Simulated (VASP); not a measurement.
# LaSi2C2 (P4_2/mmc) in VASP: a series of runs

LaSi2C2 is run at these levels: r2SCAN, r2SCAN+U; tasks: single point.

Everything below comes from runs of VASP 6.6.1. Logs are shortened: lines on timing, memory, paths and dates and some standing lists are left out, and cuts for length are marked.

### 1 The cell of the first run

Symmetry: P4_2/mmc, No. 131, tetragonal system. Conventional cell: a = 4.140 Å, b = 4.140 Å, c = 8.583 Å, α = 90.00°, β = 90.00°, γ = 90.00°. Within 1.9 Å of C (site symmetry m2m) lie 1 C at 1.43 Å and 2 Si at 1.77 Å. Within 4.6 Å of La (site symmetry -4m2) lie 16 C at 3.07 to 4.54 Å and 16 Si at 3.12 to 4.38 Å and 6 La at 4.14 to 4.29 Å. Si (site symmetry m2m) has 2 C at 1.77 Å and 2 Si at 1.87 to 2.27 Å within 2.3 Å.

### 2 Single point, r2SCAN

The input, POSCAR:

```
LaSi2C2
1.0
    4.1398480000      0.0000000000      0.0000000000
    0.0000000000      4.1398480000      0.0000000000
    0.0000000000      0.0000000000      8.5831060000
C La Si
4 2 4
Direct
    0.1730000000      0.5000000000      0.2500000000
    0.5000000000      0.8270000000      0.7500000000
    0.8270000000      0.5000000000      0.2500000000
    0.5000000000      0.1730000000      0.7500000000
    0.0000000000      0.0000000000      0.0000000000
    0.0000000000      0.0000000000      0.5000000000
    0.5000000000      0.2260000000      0.2500000000
    0.2260000000      0.5000000000      0.7500000000
    0.5000000000      0.7740000000      0.2500000000
    0.7740000000      0.5000000000      0.7500000000
```

The input, INCAR.step1:

```
ALGO = Normal
EDIFF = 1E-4
ENCUT = 520
GGA = PE
ISMEAR = -4
LASPH = True
LCHARG = False
LREAL = False
LWAVE = True
NBANDS = 38
NELM = 100
PREC = Accurate
SIGMA = 0.1
```

The input, INCAR.step2:

```
ALGO = Normal
EDIFF = 1E-6
ENCUT = 520
ISIF = 2
ISMEAR = -4
ISTART = 1
LASPH = True
LCHARG = False
LMIXTAU = True
LREAL = False
LWAVE = False
METAGGA = R2SCAN
NBANDS = 38
NELM = 100
PREC = Accurate
SIGMA = 0.1
```

The input, KPOINTS:

```
k-points
0
Gamma
  4 4 2
```

Potentials or basis: VASP PAW PBE potentials, release 64 (C, La, Si).

Run with:

```console
cat potpaw_PBE.64/C/POTCAR potpaw_PBE.64/La/POTCAR potpaw_PBE.64/Si/POTCAR > POTCAR
cp INCAR.step1 INCAR
mpirun -np 1 vasp_std > vasp.out
cp INCAR.step2 INCAR
mpirun -np 1 vasp_std > vasp.out
```

OUTCAR:

```text
EDIFF = 1E-6
   ENCUT = 520
   ISIF = 2
   ISMEAR = -4
   ISTART = 1
   LASPH = True
   LREAL = False
   METAGGA = R2SCAN
   NELM = 100
   PREC = Accurate

 ion  position               nearest neighbor table
   1  0.173  0.500  0.250-   3 1.43   7 1.77   9 1.77
   2  0.500  0.827  0.750-   4 1.43   8 1.77  10 1.77
   3  0.827  0.500  0.250-   1 1.43   7 1.77   9 1.77
   4  0.500  0.173  0.750-   2 1.43   8 1.77  10 1.77
   5  0.000  0.000  0.000-   7 3.12   8 3.12   9 3.12  10 3.12   8 3.12  10 3.12   7 3.12   9 3.12

   6  0.000  0.000  0.500-   7 3.12   8 3.12   9 3.12  10 3.12   8 3.12  10 3.12   7 3.12   9 3.12

   7  0.500  0.226  0.250-   1 1.77   3 1.77   9 1.87   9 2.27   6 3.12   5 3.12   5 3.12   6 3.12

   8  0.226  0.500  0.750-   2 1.77   4 1.77  10 1.87  10 2.27   6 3.12   5 3.12   5 3.12   6 3.12

   9  0.500  0.774  0.250-   1 1.77   3 1.77   7 1.87   7 2.27   5 3.12   6 3.12   5 3.12   6 3.12

  10  0.774  0.500  0.750-   2 1.77   4 1.77   8 1.87   8 2.27   5 3.12   5 3.12   6 3.12   6 3.12

  LATTYP: Found a simple tetragonal cell.
 ALAT       =     4.1398480000
 C/A-ratio  =     2.0732901305

  Lattice vectors:

 A1 = (   4.1398480000,   0.0000000000,   0.0000000000)
 A2 = (   0.0000000000,   4.1398480000,   0.0000000000)
 A3 = (   0.0000000000,   0.0000000000,   8.5831060000)

Analysis of symmetry for initial positions (statically):
=====================================================================
 Subroutine PRICEL returns:
 Original cell was already a primitive cell.

 Routine SETGRP: Setting up the symmetry group for a
 simple tetragonal supercell.

 Subroutine GETGRP returns: Found 16 space group operations
 (whereof  8 operations were pure point group operations)
 out of a pool of 16 trial point group operations.

The static configuration has the point symmetry D_2d.
 The point group associated with its full space group is D_4h.

Analysis of symmetry for dynamics (positions and initial velocities):
=====================================================================
 Subroutine PRICEL returns:
 Original cell was already a primitive cell.

 Routine SETGRP: Setting up the symmetry group for a
 simple tetragonal supercell.

 Subroutine GETGRP returns: Found 16 space group operations
 (whereof  8 operations were pure point group operations)
 out of a pool of 16 trial point group operations.

The dynamic configuration has the point symmetry D_2d.
 The point group associated with its full space group is D_4h.

 Subroutine INISYM returns: Found 16 space group operations
 (whereof  8 operations are pure point group operations),
 and found     1 'primitive' translations

----------------------------------------------------------------------------------------

                                     Primitive cell

  volume of cell :     147.1002

  direct lattice vectors                    reciprocal lattice vectors
     4.139848000  0.000000000  0.000000000     0.241554762  0.000000000  0.000000000
     0.000000000  4.139848000  0.000000000     0.000000000  0.241554762  0.000000000
     0.000000000  0.000000000  8.583106000     0.000000000  0.000000000  0.116507940

  length of vectors
     4.139848000  4.139848000  8.583106000     0.241554762  0.241554762  0.116507940

  position of ions in fractional coordinates (direct lattice)
     0.173000000  0.500000000  0.250000000
     0.500000000  0.827000000  0.750000000
     0.827000000  0.500000000  0.250000000
     0.500000000  0.173000000  0.750000000
     0.000000000  0.000000000  0.000000000
     0.000000000  0.000000000  0.500000000
     0.500000000  0.226000000  0.250000000
     0.226000000  0.500000000  0.750000000
     0.500000000  0.774000000  0.250000000
     0.774000000  0.500000000  0.750000000

  ion indices of the primitive-cell ions
   primitive index   ion index
                 1           1
                 2           2
                 3           3
                 4           4
                 5           5
                 6           6
                 7           7
                 8           8
                 9           9
                10          10

----------------------------------------------------------------------------------------

 KPOINTS: k-points

Automatic generation of k-mesh.
 Grid dimensions read from file:
 generate k-points for:    4    4    2

 Generating k-lattice:

  Cartesian coordinates                     Fractional coordinates (reciprocal lattice)
     0.060388691  0.000000000  0.000000000     0.250000000  0.000000000  0.000000000
     0.000000000  0.060388691  0.000000000     0.000000000  0.250000000  0.000000000
     0.000000000  0.000000000  0.058253970     0.000000000  0.000000000  0.500000000

  Length of vectors
     0.060388691  0.060388691  0.058253970

  Shift w.r.t. Gamma in fractional coordinates (k-lattice)
     0.000000000  0.000000000  0.000000000

 TETIRR: Found     48 inequivalent tetrahedra from      192

 Subroutine IBZKPT returns following result:
 ===========================================

 Found     12 irreducible k-points:

 Following reciprocal coordinates:
            Coordinates               Weight
  0.000000  0.000000  0.000000      1.000000
  0.250000  0.000000  0.000000      4.000000
  0.500000  0.000000  0.000000      2.000000
  0.250000  0.250000  0.000000      4.000000
  0.500000  0.250000  0.000000      4.000000
  0.500000  0.500000  0.000000      1.000000
  0.000000  0.000000  0.500000      1.000000
  0.250000  0.000000  0.500000      4.000000
  0.500000  0.000000  0.500000      2.000000
  0.250000  0.250000  0.500000      4.000000
  0.500000  0.250000  0.500000      4.000000
  0.500000  0.500000  0.500000      1.000000
   k-points           NKPTS =     12   k-points in BZ     NKDIM =     12   number of bands    NBANDS=     38
   number of dos      NEDOS =    301   number of ions     NIONS =     10
   total plane-waves  NPLWV =  65536
   dimension x,y,z NGX =    32 NGY =   32 NGZ =   64
   dimension x,y,z NGXF=    64 NGYF=   64 NGZF=  128
   ions per type =               4   2   4
   NGX,Y,Z   is equivalent  to a cutoff of  12.85, 12.85, 12.40 a.u.
   NGXF,Y,Z  is equivalent  to a cutoff of  25.70, 25.70, 24.79 a.u.
 SYSTEM =  unknown system
   PREC   = accura    normal or accurate (medium, high low for compatibility)
   ISTART =      1    job   : 0-new  1-cont  2-samecut
   ICHARG =      0    charge: 1-file 2-atom 10-const
   ISPIN  =      1    spin polarized calculation?
   LNONCOLLINEAR =      F non collinear calculations
   LSORBIT =      F    spin-orbit coupling
   LASPH  =      T    aspherical Exc in radial PAW
   ENCUT  =  520.0 eV  38.22 Ry    6.18 a.u.   7.70  7.70 15.96*2*pi/ulx,y,z
   NELM   =    100;   NELMIN=  2; NELMDL=  0     # of ELM steps
   EDIFF  = 0.1E-05   stopping-criterion for ELM
   LREAL  =      F    real-space projection
   EDIFFG = 0.1E-04   stopping-criterion for IOM
   NSW    =      0    number of steps for IOM
   IBRION =     -1    ionic relax: 0-MD 1-quasi-New 2-CG
   NFREE  =      0    steps in history (QN), initial steepest desc. (CG)
   ISIF   =      2    stress and relaxation
   ISYM   =      2    0-nonsym 1-usesym 2-fastsym
   POTIM  = 0.5000    time-step for ionic-motion
   TEBEG  =    0.0;   TEEND  =   0.0 temperature during run
   PSTRESS=    0.0 pullay stress
   NELECT =      54.0000    total number of electrons
   NUPDOWN=      -1.0000    fix difference up-down
   EMIN   =  10.00;   EMAX   =-10.00  energy-range for DOS
   EFERMI =   0.00;   METHOD = LEGACY
   ISMEAR =    -4;   SIGMA  =   0.10  broadening in eV -4-tet -1-fermi 0-gaus
   EFERMI_NEDOS =   21; number of points for ismear=-14 and -15
   IALGO  =     38    algorithm
   IMIX   =      4    mixing-type and parameters
     AMIX     =   0.40;   BMIX     =  1.00
     AMIX_MAG =   1.60;   BMIX_MAG =  1.00
  volume/ion in A,a.u.               =      14.71        99.27
  Fermi-wavevector in a.u.,A,eV,Ry     =   1.172200  2.215137 18.695119  1.374052
  Thomas-Fermi vector in A             =   2.308632
   LORBIT       =      0    0 simple, 1 ext, 2 COOP (PROOUT), +10 PAW based schemes
   METAGGA = R2SCAN    functional components
   LHFCALC =     F    Hartree Fock is set to
   AEXX    =    0.0000 exact exchange contribution
   IVDW    =     0    specifies the selected vdW correction
   LEPSILON=     F    determine dielectric tensor
   LRPA    =     F    only Hartree local field effects (RPA)
 non-spin polarized calculation
 Fermi weights with tetrahedron method witout Bloechl corrections
  energy-cutoff  :      520.00
  volume of cell :      147.10
 maximum number of plane-waves:      4000
 NGX is ok and might be reduce to    32
   NGX = 15   NGY = 15   NGZ = 31

 number of electron      54.0000001 magnetization

 Free energy of the ion-electron system (eV)
  ---------------------------------------------------
  ext. energy  EPLUGINS =         0.00000000
  ---------------------------------------------------
  free energy    TOTEN  =      -129.29709203 eV

  energy without entropy =     -129.29709203  energy(sigma->0) =     -129.29709203

 E-fermi :   9.9077     XC(G=0): -11.3054

 val. band max:       10.1391853914   @ k =   0.5000   0.0000   0.5000
 cond. band min:       9.3502902277   @ k =   0.0000   0.0000   0.5000
 fundamental gap:     -0.7888951637
 Fermi energy:         9.9076774542

 k-point     1 :       0.0000    0.0000    0.0000
  band No.  band energies     occupation
      1     -24.3749      2.00000
      2     -24.3524      2.00000
      3      -9.4016      2.00000
      4      -8.1991      2.00000
      5      -7.8052      2.00000
      6      -7.6993      2.00000
[... 30 lines left out ...]
     37      12.0824      0.00000
     38      12.1774      0.00000
[... 449 lines left out ...]
     37      12.2502      0.00000
     38      12.2633      0.00000

------------------------ aborting loop because EDIFF is reached ----------------------------------------

  FORCE on cell =-STRESS in cart. coord.  units (eV):
  Direction    XX          YY          ZZ          XY          YZ          ZX
  --------------------------------------------------------------------------------------
  -------------------------------------------------------------------------------------
  Total       35.2489750     35.2489750     -2.7040528      0.0000000      0.0000000      0.0000000
  in kB      383.9227147    383.9227147    -29.4518430      0.0000000      0.0000000      0.0000000
  external PRESSURE =     246.1311954 kB  Pullay stress =       0.0000000 kB

 VOLUME and BASIS-vectors are now :
 -----------------------------------------------------------------------------
  energy-cutoff  :      520.00
  volume of cell :      147.10
      direct lattice vectors                 reciprocal lattice vectors
     4.139848000  0.000000000  0.000000000     0.241554762  0.000000000  0.000000000
     0.000000000  4.139848000  0.000000000     0.000000000  0.241554762  0.000000000
     0.000000000  0.000000000  8.583106000     0.000000000  0.000000000  0.116507940

 POSITION                                       TOTAL-FORCE (eV/Angst)
 -----------------------------------------------------------------------------------
      0.71619      2.06992      2.14578        -1.707338      0.000000      0.000000
      2.06992      3.42365      6.43733        -0.000000      1.707338      0.000000
      3.42365      2.06992      2.14578         1.707338      0.000000      0.000000
      2.06992      0.71619      6.43733         0.000000     -1.707338      0.000000
      0.00000      0.00000      0.00000         0.000000      0.000000      0.000000
      0.00000      0.00000      4.29155         0.000000      0.000000      0.000000
      2.06992      0.93561      2.14578         0.000000      4.363388     -0.000000
      0.93561      2.06992      6.43733         4.363388      0.000000      0.000000
      2.06992      3.20424      2.14578        -0.000000     -4.363388     -0.000000
      3.20424      2.06992      6.43733        -4.363388      0.000000      0.000000
 -----------------------------------------------------------------------------------
    total drift:                               -0.000000     -0.000000      0.000000

  FREE ENERGIE OF THE ION-ELECTRON SYSTEM (eV)
  ---------------------------------------------------
  free  energy   TOTEN  =      -129.2970920308 eV

  energy  without entropy=     -129.2970920308  energy(sigma->0) =     -129.29709203
```

It took 13 min on 1 thread of Oxide Virtual Turin-like, shared host; peak memory 0.27 GiB.

What came out:

| Quantity | Value |
| --- | --- |
| Free energy | -129.2971 eV |
| Pressure | 24.6 GPa |
| Largest force | 4.363 eV/Å |
| Band gap on the k mesh | zero (bands 27 and 28 overlap by 1.37 eV) |

Forces in eV/Å, atoms in the order of the input:
```
C   -1.707  0.000  0.000
C    0.000  1.707  0.000
C    1.707  0.000  0.000
C    0.000 -1.707  0.000
La   0.000  0.000  0.000
La   0.000  0.000  0.000
Si   0.000  4.363  0.000
Si   4.363  0.000  0.000
Si   0.000 -4.363  0.000
Si  -4.363  0.000  0.000
```

Caveat: the k points lie up to 0.38 Å⁻¹ apart, too coarse for converged energies and pressures of a metal; the PAW data sets were made with another functional, which shifts forces and pressure a little; spin-orbit coupling is left out, which moves the levels of the heavy elements; tetrahedron occupations give inexact forces and stress in metals.

[end of part 1 of 2]
